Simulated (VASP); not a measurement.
Crystal: SiGe3.

```
Si Ge
1.0
     2.98702    0.00000    0.00000
    -1.49351    2.58683    0.00000
     0.00000    0.00000    9.45385
Si Ge
1 3
Cartesian
  1.4935 0.8623 4.7269
  0.0000 1.7246 7.0904
  0.0000 1.7246 2.3635
  1.4935 0.8623 0.0000
```

- Program: VASP 6.6.1
- Task: relaxation of cell and atoms
- Functional: PBE
- Potentials or basis: VASP PAW PBE potentials, release 64 (Si, Ge_d)
- Cutoff: 600 eV
- k mesh: 6 × 6 × 2
- Occupations: gaussian, width 0.1 eV
- Spin: no spin polarisation

At the start: pressure -0.8 GPa; volume 18.26 Å³/atom.

How do energy, volume and symmetry change on relaxing?

Over 7 steps the energy falls by 23.3 meV/atom and the volume is 18.06 Å³/atom (-1.1 %); space group P-6m2 (No. 187, to 0.05 Å).

The path:
```
step  energy change (eV)  largest force (eV/Å)  pressure (GPa)  volume (Å³)
   1              0.0000                0.4210           -0.82        73.05
   2             -0.0396                0.3724            0.44        72.05
   3             -0.0405                0.3683            0.58        71.89
   4             -0.0577                0.3248            0.25        72.32
   5             -0.0843                0.1058           -1.21        73.62
   6             -0.0929                0.0132            0.59        71.98
   7             -0.0930                0.0315            0.10        72.24
```

Final structure:
```
Si Ge
1.0
     2.94558    0.00000    0.00000
    -1.47279    2.55094    0.00000
     0.00000    0.00000    9.61391
Si Ge
1 3
Direct
  0.66667 0.33333 0.50000
  0.33333 0.66667 0.73493
  0.33333 0.66667 0.26507
  0.66667 0.33333 0.00000
```

Caveat: the k points lie up to 0.41 Å⁻¹ apart in the final cell.
